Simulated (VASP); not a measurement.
A run of VASP 6.6.1 is set up as follows.

The input INCAR:

```
  PREC = Accurate
  ENCUT = 520
  EDIFF = 1E-6
  ISMEAR = 0
  SIGMA = 0.1
  LREAL = F
  LASPH = T
  NELM = 100
  ALGO = Normal
  ISIF = 2
  LWAVE = F
  LCHARG = F
  GGA = PE
  NBANDS = 24
```

Contents of KPOINTS:

```
Automatic mesh
0
Gamma
  6 6 6
```

File POSCAR:

```
Bi2As
1.0
   -1.9062445002      1.9062445002      6.2023890630
    1.9062445002     -1.9062445002      6.2023890630
    1.9062445002      1.9062445002     -6.2023890630
Bi As
2 1
Direct
    0.3400000000      0.3400000000      0.0000000000
    0.6600000000      0.6600000000      0.0000000000
    0.0000000000      0.0000000000      0.0000000000
```

Potentials or basis: VASP PAW PBE potentials, release 64 (Bi_d, As).

Command:

```console
$ cat potpaw_PBE.64/Bi_d/POTCAR potpaw_PBE.64/As/POTCAR > POTCAR
$ mpirun -np 1 vasp_std > vasp.out
```

Question: Estimate the largest force.

Answer: 0.660 eV/Å.

Question: What does it give for the pressure?

Answer: -4.6 GPa.

Question: Predict the band gap on the k mesh.

Answer: Zero (an odd number of electrons rules out a gap without spin polarisation).

Stress tensor (GPa, compression positive):
```
-3.91  0.00  0.00
 0.00 -3.91  0.00
 0.00  0.00 -5.88
```

Caveat: the cell stands under tension; spin-orbit coupling is left out, which moves the levels of the heavy elements.
